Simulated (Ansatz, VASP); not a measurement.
**Two plane-wave programs on Mn**

```
Mn
1.0
     2.60439    0.00000    0.00000
     0.00000    2.60439    0.00000
     0.00000    0.00000    3.52317
Mn
2
Direct
  0.00000 0.00000 0.00000
  0.50000 0.50000 0.50000
```

Alike in both runs: functional BLYP; k mesh 12 × 12 × 9; occupations fermi-dirac, width 0.05 eV; collinear spin.

Ansatz relaxed the structure, and its values are those at the end. VASP's run is a single point on that final structure, the one shown.

|  | VASP | Ansatz |
| --- | --- | --- |
| version | VASP 6.6.1 | Ansatz 0.2.0 |
| potentials or method | VASP PAW PBE potentials, release 64 (Mn_pv), cutoff 520 eV | plane waves (420 eV) with PAW, scalar-relativistic |
| valence electrons in the cell | 26 | 30 |

|  | VASP | Ansatz | Ansatz less VASP |
| --- | --- | --- | --- |
| pressure (GPa) | 0.3 | 0.0 | -0.27 |
| net moment per atom (μB) | 0.00 | 0.00 | 0.000 |
| size of the moment on the site where the two differ most (μB) | 1.96 | 1.91 | -0.046 |

VASP's potentials were made for PBE, not for BLYP. Site moments also hang on the region over which each program counts them. VASP's potentials hold 26 valence electrons a cell and Ansatz's 30, so a difference there can come from the potentials and not from the codes.
